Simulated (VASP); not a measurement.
# CuO (P6_3/mmc) in VASP: a series of runs

CuO is run at these levels: LDA+U; tasks: single point.

All numbers are computed with VASP 6.6.1; they aren't measurements. Logs are shortened: lines on timing, memory, paths and dates and some standing lists are left out, and cuts for length are marked.

## (1) The cell of the first run

The structure is hexagonal, space group P6_3/mmc (No. 194). Conventional cell: a = 3.180 Å, b = 3.180 Å, c = 4.431 Å, α = 90.00°, β = 90.00°, γ = 120.00°. Cu (site symmetry -3m) has 6 O at 2.14 Å and 2 Cu at 2.22 Å within 2.8 Å. Within 2.8 Å of O (site symmetry -6m2) lie 6 Cu at 2.14 Å.

## (2) Single point, LDA+U

File INCAR:

```
PREC = Accurate
ENCUT = 520
EDIFF = 1E-6
ISMEAR = -1
SIGMA = 0.05
LREAL = False
LASPH = True
NELM = 150
ALGO = Normal
ISIF = 2
LWAVE = False
LCHARG = True
LMAXMIX = 4
LDAU = True
LDAUTYPE = 2
LDAUL = 2 -1
LDAUU = 3 0
LDAUJ = 0 0
LDAUPRINT = 1
GGA = CA
LELF = True
LVHAR = True
NBANDS = 25
```

File KPOINTS:

```
Automatic mesh
0
Gamma
  10 10 6
```

File POSCAR:

```
CuO
1.0
    3.1795331000      0.0000000000      0.0000000000
   -1.5897665500      2.7535564400      0.0000000000
    0.0000000000      0.0000000000      4.4314907300
Cu O
2 2
Direct
    0.0000000000      0.0000000000      0.0000000000
    0.0000000000      0.0000000000      0.5000000000
    0.3333333333      0.6666666667      0.2500000000
    0.6666666667      0.3333333333      0.7500000000
```

Potentials or basis: VASP PAW LDA potentials, release 64 (Cu, O).

Command:

```bash
> cat potpaw_LDA.64/Cu/POTCAR potpaw_LDA.64/O/POTCAR > POTCAR
> mpirun -np 1 vasp_std > vasp.out
```

OUTCAR:

```text
PREC = Accurate
   ENCUT = 520
   EDIFF = 1E-6
   ISMEAR = -1
   LREAL = False
   LASPH = True
   NELM = 150
   ISIF = 2
   GGA = CA

 ion  position               nearest neighbor table
   1  0.000  0.000  0.000-   3 2.14   4 2.14   4 2.14   3 2.14   4 2.14   3 2.14   2 2.22   2 2.22

   2  0.000  0.000  0.500-   3 2.14   4 2.14   4 2.14   3 2.14   4 2.14   3 2.14   1 2.22   1 2.22

   3  0.333  0.667  0.250-   1 2.14   2 2.14   1 2.14   2 2.14   1 2.14   2 2.14
   4  0.667  0.333  0.750-   1 2.14   2 2.14   1 2.14   2 2.14   1 2.14   2 2.14

  LATTYP: Found a hexagonal cell.
 ALAT       =     3.1795331000
 C/A-ratio  =     1.3937551806

  Lattice vectors:

 A1 = (   3.1795331000,   0.0000000000,   0.0000000000)
 A2 = (  -1.5897665500,   2.7535564400,   0.0000000000)
 A3 = (   0.0000000000,   0.0000000000,   4.4314907300)

Analysis of symmetry for initial positions (statically):
=====================================================================
 Subroutine PRICEL returns:
 Original cell was already a primitive cell.

 Routine SETGRP: Setting up the symmetry group for a
 hexagonal supercell.

 Subroutine GETGRP returns: Found 24 space group operations
 (whereof 12 operations were pure point group operations)
 out of a pool of 24 trial point group operations.

The static configuration has the point symmetry D_3d.
 The point group associated with its full space group is D_6h.

Analysis of symmetry for dynamics (positions and initial velocities):
=====================================================================
 Subroutine PRICEL returns:
 Original cell was already a primitive cell.

 Routine SETGRP: Setting up the symmetry group for a
 hexagonal supercell.

 Subroutine GETGRP returns: Found 24 space group operations
 (whereof 12 operations were pure point group operations)
 out of a pool of 24 trial point group operations.

The dynamic configuration has the point symmetry D_3d.
 The point group associated with its full space group is D_6h.

 Subroutine INISYM returns: Found 24 space group operations
 (whereof 12 operations are pure point group operations),
 and found     1 'primitive' translations

----------------------------------------------------------------------------------------

                                     Primitive cell

  volume of cell :      38.7978

  direct lattice vectors                    reciprocal lattice vectors
     3.179533100  0.000000000  0.000000000     0.314511587  0.181583349  0.000000000
    -1.589766550  2.753556440  0.000000000     0.000000000  0.363166698  0.000000000
     0.000000000  0.000000000  4.431490730     0.000000000  0.000000000  0.225657699

  length of vectors
     3.179533100  3.179533103  4.431490730     0.363166698  0.363166698  0.225657699

  position of ions in fractional coordinates (direct lattice)
     0.000000000  0.000000000  0.000000000
     0.000000000  0.000000000  0.500000000
     0.333333333  0.666666667  0.250000000
     0.666666667  0.333333333  0.750000000

  ion indices of the primitive-cell ions
   primitive index   ion index
                 1           1
                 2           2
                 3           3
                 4           4

----------------------------------------------------------------------------------------

 KPOINTS: Automatic mesh

Automatic generation of k-mesh.
[... 98 lines left out ...]
   IVDW    =     0    specifies the selected vdW correction
   LEPSILON=     F    determine dielectric tensor
   LRPA    =     F    only Hartree local field effects (RPA)
 non-spin polarized calculation
  energy-cutoff  :      520.00
  volume of cell :       38.80
 maximum number of plane-waves:      1056
 NGX is ok and might be reduce to    24
   NGX = 11   NGY = 11   NGZ = 17

atom =   1  type =  1  l = 2

 onsite density matrix

spin component  1

  0.9244  0.0000  0.0000  0.0396  0.0000
  0.0000  0.9209  0.0000 -0.0000  0.0396
  0.0000  0.0000  0.9513  0.0000  0.0000
  0.0396 -0.0000  0.0000  0.9209 -0.0000
  0.0000  0.0396  0.0000 -0.0000  0.9244

spin component  2

  0.9244  0.0000  0.0000  0.0396  0.0000
  0.0000  0.9209  0.0000 -0.0000  0.0396
  0.0000  0.0000  0.9513  0.0000  0.0000
  0.0396 -0.0000  0.0000  0.9209 -0.0000
  0.0000  0.0396  0.0000 -0.0000  0.9244

 occupancies and eigenvectors

  o =  0.8831  v =  0.6912 -0.0000 -0.0000 -0.7226  0.0000  0.0000  0.0000  0.0000  0.0000  0.0000      0.0000  0.0000  0.0000  0.0000  0.0000  0.0000  0.0000  0.0000  0.0000  0.0000
  o =  0.8831  v =  0.0000  0.0000  0.0000  0.0000  0.0000  0.6912 -0.0000 -0.0000 -0.7226  0.0000      0.0000  0.0000  0.0000  0.0000  0.0000  0.0000  0.0000  0.0000  0.0000  0.0000
  o =  0.8831  v =  0.0000  0.7226  0.0000 -0.0000 -0.6912  0.0000  0.0000  0.0000  0.0000  0.0000      0.0000  0.0000  0.0000  0.0000  0.0000  0.0000  0.0000  0.0000  0.0000  0.0000
  o =  0.8831  v =  0.0000  0.0000  0.0000  0.0000  0.0000  0.0000  0.7226  0.0000 -0.0000 -0.6912      0.0000  0.0000  0.0000  0.0000  0.0000  0.0000  0.0000  0.0000  0.0000  0.0000
  o =  0.9513  v =  0.0000  0.0000 -1.0000  0.0000  0.0000  0.0000  0.0000  0.0000  0.0000  0.0000      0.0000  0.0000  0.0000  0.0000  0.0000  0.0000  0.0000  0.0000  0.0000  0.0000
  o =  0.9513  v =  0.0000  0.0000  0.0000  0.0000  0.0000  0.0000  0.0000 -1.0000  0.0000  0.0000      0.0000  0.0000  0.0000  0.0000  0.0000  0.0000  0.0000  0.0000  0.0000  0.0000
  o =  0.9623  v =  0.7226  0.0000  0.0000  0.6912  0.0000  0.0000  0.0000  0.0000  0.0000  0.0000      0.0000  0.0000  0.0000  0.0000  0.0000  0.0000  0.0000  0.0000  0.0000  0.0000
  o =  0.9623  v =  0.0000  0.0000  0.0000  0.0000  0.0000  0.7226  0.0000  0.0000  0.6912  0.0000      0.0000  0.0000  0.0000  0.0000  0.0000  0.0000  0.0000  0.0000  0.0000  0.0000
  o =  0.9623  v =  0.0000  0.0000  0.0000  0.0000  0.0000 -0.0000  0.6912  0.0000 -0.0000  0.7226      0.0000  0.0000  0.0000  0.0000  0.0000  0.0000  0.0000  0.0000  0.0000  0.0000
  o =  0.9623  v = -0.0000  0.6912  0.0000 -0.0000  0.7226  0.0000  0.0000  0.0000  0.0000  0.0000      0.0000  0.0000  0.0000  0.0000  0.0000  0.0000  0.0000  0.0000  0.0000  0.0000

atom =   2  type =  1  l = 2

 onsite density matrix

spin component  1

  0.9244 -0.0000  0.0000 -0.0396  0.0000
 -0.0000  0.9209 -0.0000 -0.0000 -0.0396
  0.0000 -0.0000  0.9513 -0.0000  0.0000
 -0.0396 -0.0000 -0.0000  0.9209  0.0000
  0.0000 -0.0396  0.0000  0.0000  0.9244

spin component  2

  0.9244 -0.0000  0.0000 -0.0396  0.0000
 -0.0000  0.9209 -0.0000 -0.0000 -0.0396
  0.0000 -0.0000  0.9513 -0.0000  0.0000
 -0.0396 -0.0000 -0.0000  0.9209  0.0000
  0.0000 -0.0396  0.0000  0.0000  0.9244

 occupancies and eigenvectors

  o =  0.8831  v = -0.6912 -0.0000  0.0000 -0.7226 -0.0000  0.0000  0.0000  0.0000  0.0000  0.0000      0.0000  0.0000  0.0000  0.0000  0.0000  0.0000  0.0000  0.0000  0.0000  0.0000
  o =  0.8831  v =  0.0000  0.0000  0.0000  0.0000  0.0000 -0.6912 -0.0000  0.0000 -0.7226 -0.0000      0.0000  0.0000  0.0000  0.0000  0.0000  0.0000  0.0000  0.0000  0.0000  0.0000
  o =  0.8831  v = -0.0000  0.7226 -0.0000 -0.0000  0.6912  0.0000  0.0000  0.0000  0.0000  0.0000      0.0000  0.0000  0.0000  0.0000  0.0000  0.0000  0.0000  0.0000  0.0000  0.0000
  o =  0.8831  v =  0.0000  0.0000  0.0000  0.0000  0.0000 -0.0000  0.7226 -0.0000 -0.0000  0.6912      0.0000  0.0000  0.0000  0.0000  0.0000  0.0000  0.0000  0.0000  0.0000  0.0000
  o =  0.9513  v =  0.0000 -0.0000 -1.0000 -0.0000  0.0000  0.0000  0.0000  0.0000  0.0000  0.0000      0.0000  0.0000  0.0000  0.0000  0.0000  0.0000  0.0000  0.0000  0.0000  0.0000
  o =  0.9513  v =  0.0000  0.0000  0.0000  0.0000  0.0000  0.0000 -0.0000 -1.0000 -0.0000  0.0000      0.0000  0.0000  0.0000  0.0000  0.0000  0.0000  0.0000  0.0000  0.0000  0.0000
  o =  0.9623  v =  0.7226 -0.0000  0.0000 -0.6912  0.0000  0.0000  0.0000  0.0000  0.0000  0.0000      0.0000  0.0000  0.0000  0.0000  0.0000  0.0000  0.0000  0.0000  0.0000  0.0000
  o =  0.9623  v =  0.0000  0.0000  0.0000  0.0000  0.0000  0.7226 -0.0000  0.0000 -0.6912  0.0000      0.0000  0.0000  0.0000  0.0000  0.0000  0.0000  0.0000  0.0000  0.0000  0.0000
  o =  0.9623  v =  0.0000  0.0000  0.0000  0.0000  0.0000 -0.0000 -0.6912  0.0000  0.0000  0.7226      0.0000  0.0000  0.0000  0.0000  0.0000  0.0000  0.0000  0.0000  0.0000  0.0000
  o =  0.9623  v = -0.0000 -0.6912  0.0000  0.0000  0.7226  0.0000  0.0000  0.0000  0.0000  0.0000      0.0000  0.0000  0.0000  0.0000  0.0000  0.0000  0.0000  0.0000  0.0000  0.0000

 number of electron      34.0000021 magnetization

 Free energy of the ion-electron system (eV)
  ---------------------------------------------------
  ext. energy  EPLUGINS =         0.00000000
  ---------------------------------------------------
  free energy    TOTEN  =       -19.71820380 eV

  energy without entropy =      -19.69254568  energy(sigma->0) =      -19.70537474

 E-fermi :   4.9864     XC(G=0): -12.7129

 val. band max:        4.9784049110   @ k =   0.2000   0.2000   0.5000
 cond. band min:       4.9881135886   @ k =   0.3000   0.0000   0.0000
 fundamental gap:      0.0097086776
 Fermi energy:         4.9863731499

 k-point     1 :       0.0000    0.0000    0.0000
  band No.  band energies     occupation
      1     -13.6563      2.00000
      2     -12.0295      2.00000
      3      -1.4008      2.00000
      4      -0.4211      2.00000
      5      -0.4211      2.00000
      6       0.2786      2.00000
[... 661 lines left out ...]
     24      17.9133      0.00000
     25      18.8701      0.00000

 [... further k-points ...]

------------------------ aborting loop because EDIFF is reached ----------------------------------------

  FORCE on cell =-STRESS in cart. coord.  units (eV):
  Direction    XX          YY          ZZ          XY          YZ          ZX
  --------------------------------------------------------------------------------------
  -------------------------------------------------------------------------------------
  Total       -6.4159940     -6.4159940      3.6780759      0.0000000     -0.0000000      0.0000000
  in kB     -264.9520908   -264.9520914    151.8882185      0.0000000     -0.0000000      0.0000000
  external PRESSURE =    -126.0053212 kB  Pullay stress =       0.0000000 kB

 VOLUME and BASIS-vectors are now :
 -----------------------------------------------------------------------------
  energy-cutoff  :      520.00
  volume of cell :       38.80
      direct lattice vectors                 reciprocal lattice vectors
     3.179533100  0.000000000  0.000000000     0.314511587  0.181583349  0.000000000
    -1.589766550  2.753556440  0.000000000     0.000000000  0.363166698  0.000000000
     0.000000000  0.000000000  4.431490730     0.000000000  0.000000000  0.225657699

 POSITION                                       TOTAL-FORCE (eV/Angst)
 -----------------------------------------------------------------------------------
      0.00000      0.00000      0.00000        -0.000000      0.000000     -0.000000
      0.00000      0.00000      2.21575        -0.000000      0.000000     -0.000000
     -0.00000      1.83570      1.10787        -0.000000     -0.000000     -0.000000
      1.58977      0.91785      3.32362         0.000000      0.000000      0.000000
 -----------------------------------------------------------------------------------
    total drift:                               -0.000000      0.000000      0.000000

  FREE ENERGIE OF THE ION-ELECTRON SYSTEM (eV)
  ---------------------------------------------------
  free  energy   TOTEN  =       -19.7182037983 eV

  energy  without entropy=      -19.6925456785  energy(sigma->0) =      -19.70537474
```

Wall time 22 s (1 thread of Intel Xeon 6975P-C (Granite Rapids), shared host); peak memory 0.16 GiB.

What came out:

```
Free energy            : -19.7182 eV
Pressure               : -12.6 GPa
Band gap on the k mesh : zero (band 17 reaches 5.58 eV, above the bottom of band 18 at 4.44 eV)
```

Levels at points of the mesh, in eV from the Fermi level:
| k point | band 13 | band 14 | band 15 | band 16 | band 17 | band 18 | band 19 | band 20 | band 21 | band 22 |
| --- | --- | --- | --- | --- | --- | --- | --- | --- | --- | --- |
| (0.00, 0.00, 0.00) | -1.82 | -1.82 | -1.30 | -0.44 | 0.59 | 0.59 | 1.83 | 5.44 | 11.61 | 12.54 |
| (0.50, 0.00, 0.00) | -2.09 | -2.07 | -1.85 | -1.61 | 0.31 | 0.52 | 7.01 | 7.04 | 9.97 | 10.19 |
| (0.00, 0.00, 0.50) | -2.47 | -2.47 | -0.14 | -0.14 | -0.14 | -0.14 | 4.52 | 4.52 | 14.07 | 14.07 |
| (0.50, 0.00, 0.50) | -2.26 | -2.26 | -0.59 | -0.59 | -0.54 | -0.54 | 6.25 | 6.25 | 10.40 | 10.40 |

Eigenvalues of the final occupation matrices:
| site | spin | trace | eigenvalues |
| --- | --- | --- | --- |
| site 1 d | 1 | 4.64 | 0.88 0.88 0.95 0.96 0.96 |
| site 1 d | 2 | 4.64 | 0.88 0.88 0.95 0.96 0.96 |
| site 2 d | 1 | 4.64 | 0.88 0.88 0.95 0.96 0.96 |
| site 2 d | 2 | 4.64 | 0.88 0.88 0.95 0.96 0.96 |

Caveat: U without spin polarisation on a metal has little footing.

[end of part 1 of 3]
